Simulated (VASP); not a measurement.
# GaN (Fm-3m) in VASP: a series of runs

GaN is run at these levels: PBE; tasks: single point.

All numbers are computed with VASP 6.6.1; they aren't measurements. Logs are shortened: lines on timing, memory, paths and dates and some standing lists are left out, and cuts for length are marked.

### 1 The cell of the first run

Symmetry: Fm-3m, No. 225, cubic system. Conventional cell: a = 4.314 Å, b = 4.314 Å, c = 4.314 Å, α = 90.00°, β = 90.00°, γ = 90.00°. Ga (site symmetry m-3m) has 6 N at 2.16 Å within 2.9 Å. N (site symmetry m-3m) has 6 Ga at 2.16 Å within 2.9 Å.

### 2 Single point, PBE (strained)

Input file INCAR:

```
ALGO = Normal ; EDIFF = 1E-6
ENCUT = 520 ; GGA = PE
ISIF = 2 ; ISMEAR = 0
LASPH = True ; LCHARG = False
LREAL = False ; LWAVE = False
NBANDS = 16 ; NELM = 60
PREC = Accurate ; SIGMA = 0.05
```

Input file KPOINTS:

```
k-points
0
Gamma
  14 14 14
```

Input file POSCAR:

```
GaN
1.0
    0.0000000000      2.1570571017      2.1570571017
    2.1570571017      0.0000000000      2.1570571017
    2.1570571017      2.1570571017      0.0000000000
Ga N
1 1
Direct
    0.0000000000      0.0000000000      0.0000000000
    0.5000000000      0.5000000000      0.5000000000
```

Potentials or basis: VASP PAW PBE potentials, release 64 (Ga_d, N).

Started as:

```bash
$ cat potpaw_PBE.64/Ga_d/POTCAR potpaw_PBE.64/N/POTCAR > POTCAR
$ mpirun -np 1 vasp_std > vasp.out
```

OUTCAR:

```text
EDIFF = 1E-6
   ENCUT = 520
   GGA = PE
   ISIF = 2
   ISMEAR = 0
   LASPH = True
   LREAL = False
   NELM = 60
   PREC = Accurate

 ion  position               nearest neighbor table
   1  0.000  0.000  0.000-   2 2.16   2 2.16   2 2.16   2 2.16   2 2.16   2 2.16
   2  0.500  0.500  0.500-   1 2.16   1 2.16   1 2.16   1 2.16   1 2.16   1 2.16

  LATTYP: Found a face centered cubic cell.
 ALAT       =     4.3141142034

  Lattice vectors:

 A1 = (   0.0000000000,   2.1570571017,   2.1570571017)
 A2 = (   2.1570571017,   0.0000000000,   2.1570571017)
 A3 = (   2.1570571017,   2.1570571017,   0.0000000000)

Analysis of symmetry for initial positions (statically):
=====================================================================
 Subroutine PRICEL returns:
 Original cell was already a primitive cell.

 Routine SETGRP: Setting up the symmetry group for a
 face centered cubic supercell.

 Subroutine GETGRP returns: Found 48 space group operations
 (whereof 48 operations were pure point group operations)
 out of a pool of 48 trial point group operations.

The static configuration has the point symmetry O_h .

Analysis of symmetry for dynamics (positions and initial velocities):
=====================================================================
 Subroutine PRICEL returns:
 Original cell was already a primitive cell.

 Routine SETGRP: Setting up the symmetry group for a
 face centered cubic supercell.

 Subroutine GETGRP returns: Found 48 space group operations
 (whereof 48 operations were pure point group operations)
 out of a pool of 48 trial point group operations.

The dynamic configuration has the point symmetry O_h .

 Subroutine INISYM returns: Found 48 space group operations
 (whereof 48 operations are pure point group operations),
 and found     1 'primitive' translations

----------------------------------------------------------------------------------------

                                     Primitive cell

  volume of cell :      20.0731

  direct lattice vectors                    reciprocal lattice vectors
     0.000000000  2.157057102  2.157057102    -0.231797294  0.231797294  0.231797294
     2.157057102  0.000000000  2.157057102     0.231797294 -0.231797294  0.231797294
     2.157057102  2.157057102  0.000000000     0.231797294  0.231797294 -0.231797294

  length of vectors
     3.050539408  3.050539408  3.050539408     0.401484691  0.401484691  0.401484691

  position of ions in fractional coordinates (direct lattice)
     0.000000000  0.000000000  0.000000000
     0.500000000  0.500000000  0.500000000

  ion indices of the primitive-cell ions
   primitive index   ion index
                 1           1
                 2           2

----------------------------------------------------------------------------------------

 KPOINTS: k-points

Automatic generation of k-mesh.
 Grid dimensions read from file:
 generate k-points for:   14   14   14

 Generating k-lattice:

  Cartesian coordinates                     Fractional coordinates (reciprocal lattice)
    -0.016556950  0.016556950  0.016556950     0.071428571  0.000000000  0.000000000
     0.016556950 -0.016556950  0.016556950     0.000000000  0.071428571  0.000000000
     0.016556950  0.016556950 -0.016556950     0.000000000  0.000000000  0.071428571

  Length of vectors
     0.028677478  0.028677478  0.028677478

  Shift w.r.t. Gamma in fractional coordinates (k-lattice)
     0.000000000  0.000000000  0.000000000

 Subroutine IBZKPT returns following result:
 ===========================================

 Found    104 irreducible k-points:

 Following reciprocal coordinates:
            Coordinates               Weight
  0.000000  0.000000  0.000000      1.000000
  0.071429  0.000000  0.000000      8.000000
  0.142857  0.000000  0.000000      8.000000
  0.214286  0.000000  0.000000      8.000000
  0.285714  0.000000  0.000000      8.000000
  0.357143  0.000000  0.000000      8.000000
[... 16 lines left out ...]
  0.214286  0.142857  0.000000     24.000000
  0.285714  0.142857  0.000000     24.000000
 [... further k-points ...]
   k-points           NKPTS =    104   k-points in BZ     NKDIM =    104   number of bands    NBANDS=     16
   number of dos      NEDOS =    301   number of ions     NIONS =      2
   total plane-waves  NPLWV =  13824
   dimension x,y,z NGX =    24 NGY =   24 NGZ =   24
   dimension x,y,z NGXF=    48 NGYF=   48 NGZF=   48
   ions per type =               1   1
   NGX,Y,Z   is equivalent  to a cutoff of  13.08, 13.08, 13.08 a.u.
   NGXF,Y,Z  is equivalent  to a cutoff of  26.16, 26.16, 26.16 a.u.
 SYSTEM =  unknown system
   PREC   = accura    normal or accurate (medium, high low for compatibility)
   ISTART =      0    job   : 0-new  1-cont  2-samecut
   ICHARG =      2    charge: 1-file 2-atom 10-const
   ISPIN  =      1    spin polarized calculation?
   LNONCOLLINEAR =      F non collinear calculations
   LSORBIT =      F    spin-orbit coupling
   LASPH  =      T    aspherical Exc in radial PAW
   ENCUT  =  520.0 eV  38.22 Ry    6.18 a.u.   5.67  5.67  5.67*2*pi/ulx,y,z
   NELM   =     60;   NELMIN=  2; NELMDL= -5     # of ELM steps
   EDIFF  = 0.1E-05   stopping-criterion for ELM
   LREAL  =      F    real-space projection
   EDIFFG = 0.1E-04   stopping-criterion for IOM
   NSW    =      0    number of steps for IOM
   IBRION =     -1    ionic relax: 0-MD 1-quasi-New 2-CG
   NFREE  =      0    steps in history (QN), initial steepest desc. (CG)
   ISIF   =      2    stress and relaxation
   ISYM   =      2    0-nonsym 1-usesym 2-fastsym
   POTIM  = 0.5000    time-step for ionic-motion
   TEBEG  =    0.0;   TEEND  =   0.0 temperature during run
   PSTRESS=    0.0 pullay stress
   NELECT =      18.0000    total number of electrons
   NUPDOWN=      -1.0000    fix difference up-down
   EMIN   =  10.00;   EMAX   =-10.00  energy-range for DOS
   EFERMI =   0.00;   METHOD = LEGACY
   ISMEAR =     0;   SIGMA  =   0.05  broadening in eV -4-tet -1-fermi 0-gaus
   EFERMI_NEDOS =   21; number of points for ismear=-14 and -15
   IALGO  =     38    algorithm
   IMIX   =      4    mixing-type and parameters
     AMIX     =   0.40;   BMIX     =  1.00
     AMIX_MAG =   1.60;   BMIX_MAG =  1.00
  volume/ion in A,a.u.               =      10.04        67.73
  Fermi-wavevector in a.u.,A,eV,Ry     =   1.578680  2.983272 33.908842  2.492230
  Thomas-Fermi vector in A             =   2.679174
   LORBIT       =      0    0 simple, 1 ext, 2 COOP (PROOUT), +10 PAW based schemes
   GGA     = PE    functional components
   LHFCALC =     F    Hartree Fock is set to
   AEXX    =    0.0000 exact exchange contribution
   IVDW    =     0    specifies the selected vdW correction
   LEPSILON=     F    determine dielectric tensor
   LRPA    =     F    only Hartree local field effects (RPA)
 non-spin polarized calculation
 Gauss-broadening in eV      SIGMA  =   0.05
  energy-cutoff  :      520.00
  volume of cell :       20.07
 maximum number of plane-waves:       552
   NGX = 11   NGY = 11   NGZ = 11

 number of electron      17.9999993 magnetization

 Free energy of the ion-electron system (eV)
  ---------------------------------------------------
  ext. energy  EPLUGINS =         0.00000000
  ---------------------------------------------------
  free energy    TOTEN  =       -11.19724007 eV

  energy without entropy =      -11.19723819  energy(sigma->0) =      -11.19723913

 E-fermi :   7.2714     XC(G=0): -12.7338

 val. band max:        7.1541758111   @ k =  -0.2143   0.1429   0.0000
 cond. band min:       7.3660447524   @ k =   0.5000   0.5000   0.0000
 fundamental gap:      0.2118689413
 Fermi energy:         7.2713571840

 k-point     1 :       0.0000    0.0000    0.0000
  band No.  band energies     occupation
      1      -9.5563      2.00000
      2      -6.8670      2.00000
      3      -6.8670      2.00000
      4      -6.8670      2.00000
      5      -6.7865      2.00000
      6      -6.7865      2.00000
[... 8 lines left out ...]
     15      22.1098      0.00000
     16      22.1098      0.00000

 k-point     2 :       0.0714    0.0000    0.0000
  band No.  band energies     occupation
      1      -9.4628      2.00000
      2      -6.8700      2.00000
      3      -6.8620      2.00000
      4      -6.8620      2.00000
      5      -6.7925      2.00000
      6      -6.7925      2.00000
[... 8 lines left out ...]
     15      22.3555      0.00000
     16      22.3556      0.00000

 k-point     3 :       0.1429    0.0000    0.0000
  band No.  band energies     occupation
      1      -9.1876      2.00000
      2      -6.8779      2.00000
      3      -6.8587      2.00000
      4      -6.8587      2.00000
      5      -6.7980      2.00000
      6      -6.7980      2.00000
[... 8 lines left out ...]
     15      22.9509      0.00000
     16      22.9509      0.00000

 k-point     4 :       0.2143    0.0000    0.0000
  band No.  band energies     occupation
      1      -8.7478      2.00000
      2      -6.8884      2.00000
      3      -6.8825      2.00000
      4      -6.8825      2.00000
      5      -6.7772      2.00000
      6      -6.7772      2.00000
[... 8 lines left out ...]
     15      23.8861      0.00000
     16      23.8862      0.00000
[... 324 lines left out ...]
 k-point    22 :       0.1429    0.1429    0.0000
  band No.  band energies     occupation
      1      -9.0900      2.00000
      2      -6.8950      2.00000
      3      -6.8377      2.00000
      4      -6.8300      2.00000
      5      -6.8300      2.00000
      6      -6.7689      2.00000
[... 8 lines left out ...]
     15      25.6712      0.00000
     16      25.6712      0.00000

 k-point    23 :       0.2143    0.1429    0.0000
  band No.  band energies     occupation
      1      -8.8057      2.00000
      2      -6.9070      2.00000
      3      -6.8504      2.00000
      4      -6.8222      2.00000
      5      -6.7868      2.00000
      6      -6.7546      2.00000
[... 8 lines left out ...]
     15      26.0925      0.00000
     16      26.4935      0.00000

 k-point    24 :       0.2857    0.1429    0.0000
  band No.  band energies     occupation
      1      -8.4149      2.00000
      2      -6.9176      2.00000
      3      -6.8559      2.00000
      4      -6.8404      2.00000
      5      -6.7248      2.00000
      6      -6.6953      2.00000
[... 8 lines left out ...]
     15      26.1798      0.00000
     16      27.2275      0.00000

 [... further k-points ...]
[... 5 lines left out ...]
  --------------------------------------------------------------------------------------
  -------------------------------------------------------------------------------------
  Total       -0.6956392     -0.6956392     -0.6956392      0.0000000     -0.0000000      0.0000000
  in kB      -55.5238697    -55.5238697    -55.5238697      0.0000000     -0.0000000      0.0000000
  external PRESSURE =     -55.5238697 kB  Pullay stress =       0.0000000 kB

 VOLUME and BASIS-vectors are now :
 -----------------------------------------------------------------------------
  energy-cutoff  :      520.00
  volume of cell :       20.07
      direct lattice vectors                 reciprocal lattice vectors
     0.000000000  2.157057102  2.157057102    -0.231797294  0.231797294  0.231797294
     2.157057102  0.000000000  2.157057102     0.231797294 -0.231797294  0.231797294
     2.157057102  2.157057102  0.000000000     0.231797294  0.231797294 -0.231797294

 POSITION                                       TOTAL-FORCE (eV/Angst)
 -----------------------------------------------------------------------------------
      0.00000      0.00000      0.00000         0.000000      0.000000      0.000000
      2.15706      2.15706      2.15706         0.000000     -0.000000      0.000000
 -----------------------------------------------------------------------------------
    total drift:                                0.000000     -0.000000     -0.000000

  FREE ENERGIE OF THE ION-ELECTRON SYSTEM (eV)
  ---------------------------------------------------
  free  energy   TOTEN  =       -11.1972400713 eV

  energy  without entropy=      -11.1972381914  energy(sigma->0) =      -11.19723913
```

It took 20 s on 1 thread of Intel Xeon Platinum 8259CL at 2.50GHz (Skylake/Cascade Lake), shared host; peak memory 0.16 GiB.

Results:

```
Free energy            : -11.1972 eV
Pressure               : -5.6 GPa
Band gap on the k mesh : 0.21 eV, indirect (least direct gap 2.00 eV)
```

Levels at points of the mesh, in eV from the valence-band top:
```csv
k point,band 6,band 7,band 8,band 9,band 10,band 11,band 12,band 13
"(0.00, 0.00, 0.00)",-13.94,-0.45,-0.45,-0.45,1.55,14.37,14.37,14.37
"(0.50, 0.00, 0.00)",-13.83,-7.93,-0.18,-0.18,4.43,8.61,8.74,8.74
"(0.50, 0.50, 0.00)",-11.12,-6.66,-2.82,-2.82,0.21,7.76,11.31,13.72
```

Caveat: the cell differs from its parent crystal (strained).

### 3 Single point, PBE (strained)

Input file INCAR:

```
PREC = Accurate
ENCUT = 520
EDIFF = 1E-6
ISMEAR = 0
SIGMA = 0.05
LREAL = F
LASPH = T
NELM = 80
ALGO = Normal
ISIF = 2
LWAVE = F
LCHARG = F
GGA = PE
NBANDS = 16
```

Input file KPOINTS:

```
Automatic mesh
0
Gamma
  14 14 14
```

Input file POSCAR:

```
GaN
1.0
    0.0000000000      2.1650642330      2.1650642330
    2.1650642330      0.0000000000      2.1650642330
    2.1650642330      2.1650642330      0.0000000000
Ga N
1 1
Direct
    0.0000000000      0.0000000000      0.0000000000
    0.5000000000      0.5000000000      0.5000000000
```

Potentials or basis: VASP PAW PBE potentials, release 64 (Ga_d, N).

Started as:

```bash
$ cat potpaw_PBE.64/Ga_d/POTCAR potpaw_PBE.64/N/POTCAR > POTCAR
$ mpirun -np 1 vasp_std > vasp.out
```

It took 20 s on 1 thread of Intel Xeon Platinum 8259CL at 2.50GHz (Skylake/Cascade Lake), shared host; peak memory 0.16 GiB.

It converged, with:

* Free energy: -11.1882 eV
* Pressure: -7.5 GPa
* Band gap on the k mesh: 0.15 eV, indirect (least direct gap 1.87 eV)

Levels at points of the mesh, in eV from the valence-band top:
```tsv
k point	band 7	band 8	band 9	band 10	band 11	band 12
(0.00, 0.00, 0.00)	-0.44	-0.44	-0.44	1.43	14.30	14.30
(0.50, 0.00, 0.00)	-7.88	-0.17	-0.17	4.39	8.47	8.68
(0.50, 0.50, 0.00)	-6.58	-2.78	-2.78	0.15	7.75	11.20
```

Caveat: the cell differs from its parent crystal (strained). A k mesh can miss the band edges.
